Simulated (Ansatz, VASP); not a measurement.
**BeZn3Te4: VASP beside Ansatz**

```xyz
16
Lattice="8.5268 0.0000 0.0000 0.0000 7.3824 0.0000 0.0000 0.0000 7.0237" Properties=species:S:1:pos:R:3 pbc="T T T"
Be    4.2634    1.2482    3.5064
Be    0.0000    6.1342    7.0182
Zn    0.0000    1.1799    3.5143
Zn    6.4044    2.4414    0.0123
Zn    2.1225    2.4414    0.0123
Zn    4.2634    6.2025    0.0025
Zn    2.1410    4.9410    3.5241
Zn    6.3859    4.9410    3.5241
Te    2.2442    2.4054    2.6841
Te    6.2826    2.4054    2.6841
Te    0.0000    1.0692    6.1909
Te    4.2634    1.2720    5.9785
Te    6.5076    4.9770    6.1959
Te    2.0192    4.9770    6.1959
Te    0.0000    6.1104    2.4667
Te    4.2634    6.3132    2.6790
```

Alike in both runs: functional PBE; k mesh 4 × 4 × 4; occupations gaussian, width 0.02 eV; no spin polarisation.

Ansatz relaxed the structure, and its values are those at the end. VASP's run is a single point on that final structure, the one shown.

|  | VASP | Ansatz |
| --- | --- | --- |
| version | VASP 6.6.1 | Ansatz 0.2.0 |
| potentials or method | VASP PAW PBE potentials, release 64 (Be, Zn, Te), cutoff 520 eV | scalar-relativistic, plane waves, PAW |
| valence electrons in the cell | 124 | 204 |

Ansatz gave:

- gap on the k mesh at the Fermi level (eV): 1.61
- least direct gap on the mesh (eV): 1.61
- pressure (GPa): 0.0
- rms of the force components (eV/Å): 0.001

Task: Estimate VASP's values.

Result: gap on the k mesh at the Fermi level (eV): 1.61; least direct gap on the mesh (eV): 1.61; pressure (GPa): 0.1; rms of the force components (eV/Å): 0.003.

VASP's potentials hold 124 valence electrons a cell and Ansatz's 204, so a difference there can come from the potentials and not from the codes.

Neither program's run includes spin-orbit coupling.
